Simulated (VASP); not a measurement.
The system is Co.

```
CELL_PARAMETERS angstrom
2.52700 0.00000 0.00000
-1.26350 2.18845 0.00000
0.00000 0.00000 4.11900
ATOMIC_POSITIONS crystal
Co 0.33333 0.66667 0.25000
Co 0.66667 0.33333 0.75000
```

Base run:

```yaml
Program: VASP 6.6.1
Functional: PBE
Potentials_or_basis: VASP PAW PBE potentials, release 64 (Co)
Cutoff: 520 eV
k_mesh: 13 × 13 × 7
Occupations: fermi-dirac, width 0.1 eV
Spin: collinear spin, antiferromagnetic start
Starting_moments: "[3.0, -3.0] μB"
```

Its results: pressure -13.4 GPa; net moment 0.00 μB per cell; site moments Co +1.11, -1.11 μB.

**Question.** After a change of settings the same cell gave: pressure -9.5 GPa; net moment 3.26 μB per cell; site moments Co +1.66 μB. Which change was it?
A. spin from collinear spin, antiferromagnetic start to collinear spin; moments at the start from [3.0, -3.0] to [3.0, 0.0]
B. further incar settings from ALGO = Normal; EDIFF = 1e-07; NBANDS = 20 to ALGO = Normal; EDIFF = 1e-06; NBANDS = 20; moments at the start from [3.0, -3.0] to [1.2, -1.2]
C. further incar settings from ALGO = Normal; EDIFF = 1e-07; NBANDS = 20 to ALGO = Normal; EDIFF = 1e-06; NBANDS = 20

**Answer.** A.
